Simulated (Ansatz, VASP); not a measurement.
# Two plane-wave programs on ZnO

The input INCAR:

```
SYSTEM = ZnO
  PREC = Accurate
  ENCUT = 520
  EDIFF = 1E-6
  ISMEAR = 0
  SIGMA = 0.05
  LREAL = .FALSE.
  LASPH = .TRUE.
  NELM = 60
  ALGO = Normal
  ISIF = 2
  LWAVE = .FALSE.
  LCHARG = .TRUE.
  GGA = PE
  IVDW = 12
  LELF = .TRUE.
  LVHAR = .TRUE.
  NBANDS = 26
```

KPOINTS

```
regular mesh
0
G
  9 9 4
  0 0 0
```

Contents of POSCAR:

```
ZnO
1.0
    3.3866061734      0.0000000000      0.0000000000
   -1.6933030867      2.9328869788      0.0000000000
    0.0000000000      0.0000000000      7.3443545905
Zn O
2 2
Direct
    0.0000000000      0.0000000000      0.7500000000
    0.0000000000      0.0000000000      0.2500000000
    0.3333333333      0.6666666667      0.2500000000
    0.6666666667      0.3333333333      0.7500000000
```

Input for Ansatz:

```yaml
crystal:
  lattice:
    - [3.3866061734, 0.0, 0.0]
    - [-1.6933030867, 2.9328869788, 0.0]
    - [0.0, 0.0, 7.3443545905]
  atoms:
    - { symbol: Zn, position: [0.0, 0.0, 0.75] }
    - { symbol: Zn, position: [0.0, 0.0, 0.25] }
    - { symbol: O, position: [0.3333333333, 0.6666666667, 0.25] }
    - { symbol: O, position: [0.6666666667, 0.3333333333, 0.75] }
basis:
  ecutwfc: 420
kpoints:
  mp_grid: { grid: [9, 9, 4] }
hamiltonian:
  xc: pbe
  dispersion: d3bj
scf:
  occupations: { method: gaussian, width: 0.05 }
output:
  forces: true
  stress: true
  eigenvalues: true
```

Change from the starting cell: strain +0.030 along x and y, +0.030 along z, atoms carried along.

Alike in both runs: task single point; functional PBE; dispersion D3(BJ); k mesh 9 × 9 × 4; occupations gaussian, width 0.05 eV; no spin polarisation.

|  | VASP | Ansatz |
| --- | --- | --- |
| version | VASP 6.6.1 | Ansatz 0.2.0 |
| potentials or method | VASP PAW PBE potentials, release 64 (Zn, O), cutoff 520 eV | scalar-relativistic, plane waves, PAW |
| valence electrons in the cell | 36 | 36 |

```csv
,VASP,Ansatz,Ansatz less VASP
gap on the k mesh at the Fermi level (eV),0.81,0.81,+0.003
least direct gap on the mesh (eV),0.81,0.81,+0.003
pressure (GPa),-7.9,-8.5,-0.56
"traceless stress, the component that is largest in VASP (GPa)",6.40,7.02,+0.614
```
